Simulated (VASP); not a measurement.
Set up this calculation in VASP 6.6.1, as the native input.

```yaml
Task: single point
Functional: PBE
Potentials_or_basis: VASP PAW PBE potentials, release 64 (Si, As)
Cutoff: 520 eV
k_mesh: 6 × 6 × 6
Occupations: gaussian, width 0.1 eV
Spin: no spin polarisation
Dipole_correction: no
Further_INCAR_settings: ALGO = Normal; EDIFF = 1e-06; NBANDS = 14
```

The structure of Si2As lies in POSCAR:

```
Si2As
1.0
    0.0000000000      3.0737966297      3.0737966297
    3.0737966297      0.0000000000      3.0737966297
    3.0737966297      3.0737966297      0.0000000000
Si As
2 1
Direct
    0.2500000000      0.2500000000      0.2500000000
    0.7500000000      0.7500000000      0.7500000000
    0.0000000000      0.0000000000      0.0000000000
```

These files were run (other wordings do the same):

INCAR

```
  PREC = Accurate
  ENCUT = 520
  EDIFF = 1E-6
  ISMEAR = 0
  SIGMA = 0.1
  LREAL = False
  LASPH = True
  NELM = 60
  ALGO = Normal
  ISIF = 2
  LWAVE = False
  LCHARG = False
  GGA = PE
  NBANDS = 14
```

KPOINTS

```
regular mesh
0
Gamma
  6 6 6
```

Potentials or basis: VASP PAW PBE potentials, release 64 (Si, As).

The run is started by

```sh
$ cat potpaw_PBE.64/Si/POTCAR potpaw_PBE.64/As/POTCAR > POTCAR
$ mpirun -np 1 vasp_std > vasp.out
```

Results of the run:

```
Pressure               : 0.1 GPa
Band gap on the k mesh : zero (an odd number of electrons rules out a gap without spin polarisation)
```

Caveat: an odd number of electrons without spin polarisation forces a metal; a magnetic or distorted state may lie lower.

It took 5.3 s on 1 thread of Intel(R) Xeon(R) Platinum 8488C (Sapphire Rapids), on a shared host, peak memory 0.18 GiB.
